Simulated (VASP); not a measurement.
# Os (P6_3/mmc) in VASP: a series of runs, part 2 of 2

VASP 6.6.1. Earlier steps stand in the parts before.

## 3. Single point, PBE

Input file INCAR:

```
SYSTEM = Os
PREC     = Accurate       ! precision mode
ENCUT    = 520            ! plane-wave cutoff, eV
EDIFF    = 1E-6           ! SCF threshold, eV
ISMEAR   = 0              ! smearing method
SIGMA    = 0.05           ! smearing width, eV
LREAL    = .False.        ! projectors in reciprocal space
LASPH    = .True.         ! aspherical terms in the spheres
NELM     = 60             ! most SCF steps
ALGO     = Normal         ! electronic algorithm
ISIF     = 2              ! what is computed and relaxed
LWAVE    = .False.        ! write WAVECAR
LCHARG   = .False.        ! write CHGCAR
GGA      = PE             ! functional
NBANDS   = 15             ! bands
```

Input file KPOINTS:

```
Automatic mesh
0
Gamma
  11 11 6
  0 0 0
```

Input file POSCAR:

```
Os
1.0
    2.7341000000      0.0000000000      0.0000000000
   -1.3670500000      2.3678000565      0.0000000000
    0.0000000000      0.0000000000      4.3197000000
Os
2
Direct
    0.6666666667      0.3333333333      0.7500000000
    0.3333333333      0.6666666667      0.2500000000
```

Potentials or basis: VASP PAW PBE potentials, release 64 (Os).

Started as:

```bash
$ cat potpaw_PBE.64/Os/POTCAR > POTCAR
$ mpirun -np 1 vasp_std > vasp.out
```

OUTCAR:

```text
SYSTEM = Os
   PREC = Accurate
   ENCUT = 520
   EDIFF = 1E-6
   ISMEAR = 0
   LREAL = .False.
   LASPH = .True.
   NELM = 60
   ISIF = 2
   GGA = PE

 ion  position               nearest neighbor table
   1  0.667  0.333  0.750-   2 2.68   2 2.68   2 2.68   2 2.68   2 2.68   2 2.68
   2  0.333  0.667  0.250-   1 2.68   1 2.68   1 2.68   1 2.68   1 2.68   1 2.68

  LATTYP: Found a hexagonal cell.
 ALAT       =     2.7341000000
 C/A-ratio  =     1.5799348963

  Lattice vectors:

 A1 = (   2.7341000000,   0.0000000000,   0.0000000000)
 A2 = (  -1.3670500000,   2.3678000565,   0.0000000000)
 A3 = (   0.0000000000,   0.0000000000,   4.3197000000)

Analysis of symmetry for initial positions (statically):
=====================================================================
 Subroutine PRICEL returns:
 Original cell was already a primitive cell.

 Routine SETGRP: Setting up the symmetry group for a
 hexagonal supercell.

 Subroutine GETGRP returns: Found 24 space group operations
 (whereof 12 operations were pure point group operations)
 out of a pool of 24 trial point group operations.

The static configuration has the point symmetry D_3d.
 The point group associated with its full space group is D_6h.

Analysis of symmetry for dynamics (positions and initial velocities):
=====================================================================
 Subroutine PRICEL returns:
 Original cell was already a primitive cell.

 Routine SETGRP: Setting up the symmetry group for a
 hexagonal supercell.

 Subroutine GETGRP returns: Found 24 space group operations
 (whereof 12 operations were pure point group operations)
 out of a pool of 24 trial point group operations.

The dynamic configuration has the point symmetry D_3d.
 The point group associated with its full space group is D_6h.

 Subroutine INISYM returns: Found 24 space group operations
 (whereof 12 operations are pure point group operations),
 and found     1 'primitive' translations
[... 117 lines left out ...]
  Fermi-wavevector in a.u.,A,eV,Ry     =   1.359076  2.568282 25.131161  1.847088
  Thomas-Fermi vector in A             =   2.485855
   LORBIT       =      0    0 simple, 1 ext, 2 COOP (PROOUT), +10 PAW based schemes
   GGA     = PE    functional components
   LHFCALC =     F    Hartree Fock is set to
   AEXX    =    0.0000 exact exchange contribution
   IVDW    =     0    specifies the selected vdW correction
   LEPSILON=     F    determine dielectric tensor
   LRPA    =     F    only Hartree local field effects (RPA)
 non-spin polarized calculation
 Gauss-broadening in eV      SIGMA  =   0.05
  energy-cutoff  :      520.00
  volume of cell :       27.96
 maximum number of plane-waves:       768
   NGX = 11   NGY = 11   NGZ = 17

 number of electron      15.9999998 magnetization

 Free energy of the ion-electron system (eV)
  ---------------------------------------------------
  ext. energy  EPLUGINS =         0.00000000
  ---------------------------------------------------
  free energy    TOTEN  =       -22.46858405 eV

  energy without entropy =      -22.46739627  energy(sigma->0) =      -22.46799016

 E-fermi :   9.4192     XC(G=0): -14.0601

 val. band max:        9.4069726324   @ k =   0.0909   0.0000   0.3333
 cond. band min:       9.4908157017   @ k =   0.3636   0.0909   0.3333
 fundamental gap:      0.0838430693
 Fermi energy:         9.4191780617

 k-point     1 :       0.0000    0.0000    0.0000
  band No.  band energies     occupation
      1      -1.4737      2.00000
      2       1.6789      2.00000
      3       6.4219      2.00000
      4       6.4219      2.00000
      5       6.6709      2.00000
      6       7.2647      2.00000
      7       7.2647      2.00000
      8       7.9108      2.00000
      9       7.9108      2.00000
     10       9.4970      0.02763
     11      11.1642      0.00000
     12      11.1642      0.00000
     13      18.5534      0.00000
     14      23.5114      0.00000
[... 401 lines left out ...]
      2       3.2864      2.00000
      3       4.6949      2.00000
      4       4.9185      2.00000
      5       6.1722      2.00000
      6       6.7904      2.00000
      7       7.3673      2.00000
      8       8.3204      2.00000
      9       8.9317      2.00000
     10       9.3104      1.99791
     11      11.6034      0.00000
     12      15.0213      0.00000
     13      20.0220      0.00000
     14      24.6021      0.00000
     15      25.6917      0.00000

 [... further k-points ...]
[... 5 lines left out ...]
  --------------------------------------------------------------------------------------
  -------------------------------------------------------------------------------------
  Total        1.5192162      1.5192162      1.5677774      0.0000000      0.0000000      0.0000000
  in kB       87.0396556     87.0396556     89.8218466      0.0000000      0.0000000      0.0000000
  external PRESSURE =      87.9670526 kB  Pullay stress =       0.0000000 kB

 VOLUME and BASIS-vectors are now :
 -----------------------------------------------------------------------------
  energy-cutoff  :      520.00
  volume of cell :       27.96
      direct lattice vectors                 reciprocal lattice vectors
     2.734100000  0.000000000  0.000000000     0.365751070  0.211166479  0.000000000
    -1.367050000  2.367800057  0.000000000     0.000000000  0.422332957  0.000000000
     0.000000000  0.000000000  4.319700000     0.000000000  0.000000000  0.231497558

 POSITION                                       TOTAL-FORCE (eV/Angst)
 -----------------------------------------------------------------------------------
      1.36705      0.78927      3.23977        -0.000000      0.000000      0.000000
     -0.00000      1.57853      1.07993         0.000000     -0.000000      0.000000
 -----------------------------------------------------------------------------------
    total drift:                               -0.000000      0.000000     -0.000000

  FREE ENERGIE OF THE ION-ELECTRON SYSTEM (eV)
  ---------------------------------------------------
  free  energy   TOTEN  =       -22.4685840484 eV

  energy  without entropy=      -22.4673962689  energy(sigma->0) =      -22.46799016
```

Wall time 20 s (1 thread of Intel Xeon 6975P-C, shared host); peak memory 0.15 GiB.

Results:

| Property | Result |
| --- | --- |
| Free energy | -22.4686 eV |
| Pressure | 8.8 GPa |
| Band gap on the k mesh | zero (band 8 reaches 11.57 eV, above the bottom of band 9 at 7.68 eV) |

Stress tensor (GPa, compression positive):
```
8.70 0.00 0.00
0.00 8.70 0.00
0.00 0.00 8.98
```

Caveat: spin-orbit coupling is left out, which moves the levels of the heavy elements.

## 4. Single point, PBEsol

This run uses another cell than the first one, of 13.14 Å³/atom, 0.940 times its volume.

Input file INCAR:

```
SYSTEM = Os
ALGO = Normal ; EDIFF = 1E-6
ENCUT = 520 ; GGA = PS
ISIF = 2 ; ISMEAR = -1
LASPH = .TRUE. ; LCHARG = .FALSE.
LREAL = .FALSE. ; LWAVE = .FALSE.
NBANDS = 15 ; NELM = 100
PREC = Accurate ; SIGMA = 0.05
```

Input file KPOINTS:

```
k-points
0
G
  11 11 6
  0 0 0
```

Input file POSCAR:

```
Os
1.0
    2.6782863798      0.0000000000      0.0000000000
   -1.3391431899      2.3194640436      0.0000000000
    0.0000000000      0.0000000000      4.2315181138
Os
2
Direct
    0.6666666667      0.3333333333      0.7500000000
    0.3333333333      0.6666666667      0.2500000000
```

Started as:

```bash
$ cat potpaw_PBE.64/Os/POTCAR > POTCAR
$ mpirun -np 1 vasp_std > vasp.out
```

It took 8.4 s on 1 thread of Intel Xeon 6975P-C (Granite Rapids), shared host; peak memory 0.15 GiB.

It converged, with:

```
Free energy            : -24.3439 eV
Pressure               : 28.9 GPa
Band gap on the k mesh : zero (band 8 reaches 12.62 eV, above the bottom of band 9 at 8.32 eV)
```

Stress tensor (GPa, compression positive):
```
28.19  0.00  0.00
 0.00 28.19  0.00
 0.00  0.00 30.19
```

Levels at points of the mesh, in eV from the Fermi level:
```csv
k point,band 4,band 5,band 6,band 7,band 8,band 9,band 10,band 11,band 12,band 13
"(0.00, 0.00, 0.00)",-3.32,-3.04,-2.38,-2.38,-1.66,-1.66,0.06,1.91,1.91,9.86
"(0.00, 0.00, 0.50)",-3.85,-3.53,-3.53,-3.53,-3.53,1.06,1.06,1.06,1.06,13.79
```

Caveat: the PAW data sets were made with another functional, which shifts forces and pressure a little; spin-orbit coupling is left out, which moves the levels of the heavy elements.

## 5. Single point, PBEsol

This run uses another cell than the first one, of 13.42 Å³/atom, 0.960 times its volume.

Input file INCAR:

```
SYSTEM = Os
PREC = Accurate ; ENCUT = 520
EDIFF = 1E-6 ; ISMEAR = -1
SIGMA = 0.05 ; LREAL = .FALSE.
LASPH = .TRUE. ; NELM = 60
ALGO = Normal ; ISIF = 2
LWAVE = .FALSE. ; LCHARG = .FALSE.
GGA = PS ; NBANDS = 15
```

Input file KPOINTS:

```
Automatic mesh
0
G
  11 11 6
  0 0 0
```

Input file POSCAR:

```
Os
1.0
    2.6971481730      0.0000000000      0.0000000000
   -1.3485740865      2.3357988356      0.0000000000
    0.0000000000      0.0000000000      4.2613185190
Os
2
Direct
    0.6666666667      0.3333333333      0.7500000000
    0.3333333333      0.6666666667      0.2500000000
```

Started as:

```bash
$ cat potpaw_PBE.64/Os/POTCAR > POTCAR
$ mpirun -np 1 vasp_std > vasp.out
```

Run time: 8.5 s. Hardware: 1 thread of Intel Xeon 6975P-C (Granite Rapids), shared host; peak memory 0.15 GiB.

The run converged. Its results:

* Free energy: -24.4243 eV
* Pressure: 17.2 GPa
* Band gap on the k mesh: zero (band 8 reaches 12.20 eV, above the bottom of band 9 at 8.04 eV)

Stress tensor (GPa, compression positive):
```
16.84  0.00  0.00
 0.00 16.84  0.00
 0.00  0.00 18.06
```

Levels at points of the mesh, in eV from the Fermi level:
```csv
k point,band 6,band 7,band 8,band 9,band 10,band 11
"(0.00, 0.00, 0.00)",-2.31,-2.31,-1.61,-1.61,0.05,1.85
"(0.00, 0.00, 0.50)",-3.42,-3.42,-3.42,1.02,1.02,1.02
```

Caveat: the PAW data sets were made with another functional, which shifts forces and pressure a little; spin-orbit coupling is left out, which moves the levels of the heavy elements.

## 6. Single point, PBEsol

This run uses another cell than the first one, of 13.70 Å³/atom, 0.980 times its volume.

Input file INCAR:

```
SYSTEM = Os
PREC     = Accurate       ! precision mode
ENCUT    = 520            ! plane-wave cutoff, eV
EDIFF    = 1E-7           ! SCF threshold, eV
ISMEAR   = -1             ! smearing method
SIGMA    = 0.05           ! smearing width, eV
LREAL    = .FALSE.        ! projectors in reciprocal space
LASPH    = .TRUE.         ! aspherical terms in the spheres
NELM     = 80             ! most SCF steps
ALGO     = Fast           ! electronic algorithm
ISIF     = 2              ! what is computed and relaxed
LWAVE    = .FALSE.        ! write WAVECAR
LCHARG   = .TRUE.         ! write CHGCAR
GGA      = PS             ! functional
LELF     = .TRUE.         ! ELF
LVHAR    = .TRUE.       
NBANDS   = 15             ! bands
```

Input file KPOINTS:

```
regular mesh
0
G
  11 11 6
  0 0 0
```

Input file POSCAR:

```
Os
1.0
    2.7157497827      0.0000000000      0.0000000000
   -1.3578748913      2.3519083021      0.0000000000
    0.0000000000      0.0000000000      4.2907078513
Os
2
Direct
    0.6666666667      0.3333333333      0.7500000000
    0.3333333333      0.6666666667      0.2500000000
```

Potentials or basis: VASP PAW PBE potentials, release 64 (Os).

Started as:

```bash
$ cat potpaw_PBE.64/Os/POTCAR > POTCAR
$ mpirun -np 1 vasp_std > vasp.out
```

OUTCAR:

```text
SYSTEM = Os
   PREC = Accurate
   ENCUT = 520
   EDIFF = 1E-7
   ISMEAR = -1
   LREAL = .FALSE.
   LASPH = .TRUE.
   NELM = 80
   ISIF = 2
   GGA = PS

 ion  position               nearest neighbor table
   1  0.667  0.333  0.750-   2 2.66   2 2.66   2 2.66   2 2.66   2 2.66   2 2.66
   2  0.333  0.667  0.250-   1 2.66   1 2.66   1 2.66   1 2.66   1 2.66   1 2.66

  LATTYP: Found a hexagonal cell.
 ALAT       =     2.7157497827
 C/A-ratio  =     1.5799348963

  Lattice vectors:
[... 611 lines left out ...]
      8       8.4266      2.00000
      9       9.0581      1.99994
     10       9.4536      1.84347
     11      11.8358      0.00000
     12      15.3234      0.00000
     13      20.3592      0.00000
     14      24.9959      0.00000
     15      26.0427      0.00000

 [... further k-points ...]
[... 5 lines left out ...]
  --------------------------------------------------------------------------------------
  -------------------------------------------------------------------------------------
  Total        1.1528626      1.1528626      1.2448669      0.0000000     -0.0000000      0.0000000
  in kB       67.3983152     67.3983152     72.7770430      0.0000000     -0.0000000      0.0000000
  external PRESSURE =      69.1912245 kB  Pullay stress =       0.0000000 kB

 VOLUME and BASIS-vectors are now :
 -----------------------------------------------------------------------------
  energy-cutoff  :      520.00
  volume of cell :       27.41
      direct lattice vectors                 reciprocal lattice vectors
     2.715749783  0.000000000  0.000000000     0.368222436  0.212593322  0.000000000
    -1.357874891  2.351908302  0.000000000     0.000000000  0.425186645  0.000000000
     0.000000000  0.000000000  4.290707851     0.000000000  0.000000000  0.233061778

 POSITION                                       TOTAL-FORCE (eV/Angst)
 -----------------------------------------------------------------------------------
      1.35787      0.78397      3.21803        -0.000000      0.000000      0.000000
     -0.00000      1.56794      1.07268         0.000000     -0.000000      0.000000
 -----------------------------------------------------------------------------------
    total drift:                                0.000000     -0.000000     -0.000000

  FREE ENERGIE OF THE ION-ELECTRON SYSTEM (eV)
  ---------------------------------------------------
  free  energy   TOTEN  =       -24.4665820624 eV

  energy  without entropy=      -24.4538796755  energy(sigma->0) =      -24.46023087
```

OSZICAR:

```text
N       E                     dE             d eps       ncg     rms          rms(c)
DAV:   1     0.102409210725E+03    0.10241E+03   -0.74764E+03  1920   0.103E+03
DAV:   2    -0.212606492103E+02   -0.12367E+03   -0.10821E+03  1962   0.331E+02
DAV:   3    -0.259473127506E+02   -0.46867E+01   -0.45480E+01  2599   0.573E+01
DAV:   4    -0.259800631574E+02   -0.32750E-01   -0.32721E-01  2068   0.493E+00
DAV:   5    -0.259802269356E+02   -0.16378E-03   -0.16377E-03  2683   0.329E-01    0.254E+01
RMM:   6    -0.248078748414E+02    0.11724E+01   -0.83219E-01  1920   0.676E+00    0.105E+01
RMM:   7    -0.244719900249E+02    0.33588E+00   -0.99266E-01  1953   0.604E+00    0.794E-01
RMM:   8    -0.244697025325E+02    0.22875E-02   -0.56979E-02  2073   0.287E+00    0.163E+00
RMM:   9    -0.244710002090E+02   -0.12977E-02   -0.20196E-02  2117   0.905E-01    0.105E+00
RMM:  10    -0.244665559086E+02    0.44443E-02   -0.10967E-02  1968   0.117E+00    0.367E-01
RMM:  11    -0.244665848220E+02   -0.28913E-04   -0.87708E-04  2112   0.231E-01    0.359E-01
RMM:  12    -0.244665854937E+02   -0.67170E-06   -0.36582E-05  2153   0.494E-02    0.414E-02
RMM:  13    -0.244665826124E+02    0.28813E-05   -0.17673E-05  2099   0.400E-02    0.174E-01
RMM:  14    -0.244665826747E+02   -0.62257E-07   -0.27986E-06  2209   0.128E-02    0.583E-02
RMM:  15    -0.244665823041E+02    0.37061E-06   -0.36090E-07  1908   0.471E-03    0.135E-03
RMM:  16    -0.244665821582E+02    0.14584E-06   -0.16171E-07  1409   0.267E-03    0.441E-03
RMM:  17    -0.244665820624E+02    0.95880E-07   -0.17415E-08  1186   0.101E-03
   1 F= -.24466582E+02 E0= -.24460231E+02  d E =-.127024E-01
```

stdout:

```text
POSCAR found type information on POSCAR Os
 POSCAR found :  1 types and       2 ions
 scaLAPACK will be used
 -----------------------------------------------------------------------------
|                                                                             |
|                                                                             |
|     You enforced a specific xc type in the INCAR file but a different       |
|     I HOPE YOU KNOW WHAT YOU ARE DOING!                                     |
|                                                                             |
 -----------------------------------------------------------------------------

 LDA part: xc-table for (Slater+PW92), standard interpolation
 POSCAR, INCAR and KPOINTS ok, starting setup
 FFT: planning ... GRIDC
 FFT: planning ... GRID_SOFT
 FFT: planning ... GRID
 WAVECAR not read
 entering main loop
```

Run time: 12 s. Hardware: 1 thread of Intel Xeon 6975P-C (Granite Rapids), shared host; peak memory 0.14 GiB.

What came out:

| Quantity | Value |
| --- | --- |
| Free energy | -24.4666 eV |
| Pressure | 6.9 GPa |
| Band gap on the k mesh | zero (band 8 reaches 11.80 eV, above the bottom of band 9 at 7.77 eV) |

Stress tensor (GPa, compression positive):
```
6.74 0.00 0.00
0.00 6.74 0.00
0.00 0.00 7.28
```

Caveat: the PAW data sets were made with another functional, which shifts forces and pressure a little; spin-orbit coupling is left out, which moves the levels of the heavy elements.

## 7. Overview

| task | level | cell | cutoff (eV) | smearing | gap on the mesh (eV) | pressure (GPa) |
| --- | --- | --- | --- | --- | --- | --- |
| relaxation of cell and atoms | PBEsol+D3(BJ) | relaxed from a = 2.734, b = 2.734, c = 4.320 Å, angles 90.0, 90.0, 120.0°, 2 atoms | 600 | fermi-dirac 0.05 eV | none | 0.0 |
| single point | PBE | a = 2.734, b = 2.734, c = 4.320 Å, angles 90.0, 90.0, 120.0°, 2 atoms | 520 | gaussian 0.05 eV | none | 8.8 |
| single point | PBEsol | a = 2.678, b = 2.678, c = 4.232 Å, angles 90.0, 90.0, 120.0°, 2 atoms | 520 | fermi-dirac 0.05 eV | none | 28.9 |
| single point | PBEsol | a = 2.697, b = 2.697, c = 4.261 Å, angles 90.0, 90.0, 120.0°, 2 atoms | 520 | fermi-dirac 0.05 eV | none | 17.2 |
| single point | PBEsol | a = 2.716, b = 2.716, c = 4.291 Å, angles 90.0, 90.0, 120.0°, 2 atoms | 520 | fermi-dirac 0.05 eV | none | 6.9 |

Alike in all rows: potentials or basis VASP PAW PBE potentials, release 64 (Os); no spin polarisation; k mesh 11 × 11 × 6.

Caveats: spin-orbit coupling is left out, which moves the levels of the heavy elements; the PAW data sets were made with another functional, which shifts forces and pressure a little (some runs); pairwise dispersion overbinds metals, which lowers pressure and volume (some runs).

Total energies depend on the potentials used, so only differences within one code and one set of settings carry meaning.
